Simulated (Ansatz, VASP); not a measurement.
# MoH2: VASP beside Ansatz

```xyz
3
Lattice="0.0000 2.1973 2.1973 2.1973 0.0000 2.1973 2.1973 2.1973 0.0000" Properties=species:S:1:pos:R:3 pbc="T T T"
Mo    0.0000    0.0000    0.0000
H     1.0986    1.0986    1.0986
H     3.2959    3.2959    3.2959
```

Alike in both runs: task relaxation of cell and atoms; functional r2SCAN; k mesh 16 × 16 × 16; occupations gaussian, width 0.1 eV; no spin polarisation.

|  | VASP | Ansatz |
| --- | --- | --- |
| version | VASP 6.6.1 | Ansatz 0.2.0 |
| potentials or method | VASP PAW PBE potentials, release 64 (Mo_sv, H), cutoff 600 eV | scalar-relativistic, plane waves, PAW |
| valence electrons in the cell | 16 | 16 |

|  | VASP | Ansatz | Ansatz less VASP |
| --- | --- | --- | --- |
| gap on the k mesh at the Fermi level, each at its own relaxed structure (eV) | none | none | - |
| relaxed volume (Å³/atom) | 7.09 | 7.07 | -0.023 |
| relaxed cell length with the largest relative difference (Å) | 3.111 | 3.107 | -0.0033 |

VASP's potentials were made for PBE, not for r2SCAN. A gap of «none» marks a metal or a gap that the smearing closes.
